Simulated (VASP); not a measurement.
Here is a VASP 6.6.1 calculation.

Contents of POSCAR:

```
Pb
1.0
    0.0000000000      2.4946408835      2.4946408835
    2.4946408835      0.0000000000      2.4946408835
    2.4946408835      2.4946408835      0.0000000000
Pb
1
Direct
    0.0000000000      0.0000000000      0.0000000000
```

The input INCAR.step1:

```
PREC = Accurate
ENCUT = 520
ISMEAR = 1
SIGMA = 0.1
LREAL = False
LASPH = True
NELM = 60
NBANDS = 13
GGA = PE
ALGO = Normal
EDIFF = 1E-4
LWAVE = True
LCHARG = False
```

Contents of INCAR.step2:

```
PREC = Accurate
ENCUT = 520
EDIFF = 1E-7
ISMEAR = 1
SIGMA = 0.1
LREAL = False
LASPH = True
NELM = 60
ALGO = Normal
ISIF = 2
LWAVE = False
LCHARG = False
METAGGA = R2SCAN
LMIXTAU = True
NBANDS = 13
ISTART = 1
```

KPOINTS

```
Automatic mesh
0
Gamma
  11 11 11
```

Potentials or basis: VASP PAW PBE potentials, release 64 (Pb_d).

Command:

```sh
$ cat potpaw_PBE.64/Pb_d/POTCAR > POTCAR
$ cp INCAR.step1 INCAR
$ mpirun -np 1 vasp_std > vasp.out
$ cp INCAR.step2 INCAR
$ mpirun -np 1 vasp_std > vasp.out
```

(1) Predict the pressure.

(2) Estimate the band gap on the k mesh.

Results:

(1) 0.0 GPa.

(2) zero (band 7 reaches 14.50 eV, above the bottom of band 8 at 5.53 eV).

Caveat: the PAW data sets were made with another functional, which shifts forces and pressure a little; spin-orbit coupling is left out, which moves the levels of the heavy elements.
